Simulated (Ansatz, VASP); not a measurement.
## One calculation of WSe2, two programs

INCAR

```
PREC = Accurate ; ENCUT = 520
EDIFF = 1E-6 ; ISMEAR = 0
SIGMA = 0.05 ; LREAL = F
LASPH = T ; NELM = 80
ALGO = Normal ; ISIF = 2
LWAVE = F ; LCHARG = F
GGA = PE ; IVDW = 12
NBANDS = 20
```

The input KPOINTS:

```
regular mesh
0
Gamma
  9 9 4
```

File POSCAR:

```
WSe2
1.0
    3.1642210013      0.0000000000      0.0000000000
   -1.5821105007      2.7402957703      0.0000000000
    0.0000000000      0.0000000000      7.4960124464
W Se
1 2
Direct
    0.0000000000      0.0000000000      0.0000000000
    0.3333333333      0.6666666667      0.2405528385
    0.3333333333      0.6666666667      0.7594471615
```

Input for Ansatz:

```yaml
crystal:
  lattice:
    - [3.1642210013, 0.0, 0.0]
    - [-1.5821105007, 2.7402957703, 0.0]
    - [0.0, 0.0, 7.4960124464]
  atoms:
    - { symbol: W, position: [0.0, 0.0, 0.0] }
    - { symbol: Se, position: [0.3333333333, 0.6666666667, 0.2405528385] }
    - { symbol: Se, position: [0.3333333333, 0.6666666667, 0.7594471615] }
basis:
  ecutwfc: 420
kpoints:
  mp_grid: { grid: [9, 9, 4] }
hamiltonian:
  xc: pbe
  pseudopotentials: { kind: paw, azcp: { folder: soft_1 } }
  dispersion: d3bj
scf:
  occupations: { method: gaussian, width: 0.05 }
output:
  forces: true
  stress: true
  eigenvalues: true
```

Change from the starting cell: strain +e along x and -e along y +0.0000, strain +e along z and -e/2 along x and y +0.0700.

Alike in both runs: task single point; functional PBE; dispersion D3(BJ); k mesh 9 × 9 × 4; occupations gaussian, width 0.05 eV; no spin polarisation.

|  | VASP | Ansatz |
| --- | --- | --- |
| version | VASP 6.6.1 | Ansatz 0.2.0 |
| potentials or method | VASP PAW PBE potentials, release 64 (W_sv, Se), cutoff 520 eV | scalar-relativistic, plane waves, PAW |
| valence electrons in the cell | 26 | 46 |

Ansatz gave:

| Item | Value |
| --- | --- |
| gap on the k mesh at the Fermi level (eV) | 1.00 |
| least direct gap on the mesh (eV) | 1.70 |
| pressure (GPa) | -0.8 |
| traceless stress, the component that is largest in VASP (GPa) | -10.62 |
| rms of the force components (eV/Å) | 0.519 |

Problem. Which values does VASP return?

Solution. gap on the k mesh at the Fermi level (eV): 1.01; least direct gap on the mesh (eV): 1.70; pressure (GPa): -0.5; traceless stress, the component that is largest in VASP (GPa): -10.54; rms of the force components (eV/Å): 0.499.

Atom by atom the forces differ by 0.020 eV/Å (rms over components). VASP's potentials hold 26 valence electrons a cell and Ansatz's 46, so a difference there can come from the potentials and not from the codes.

Neither program's run includes spin-orbit coupling.
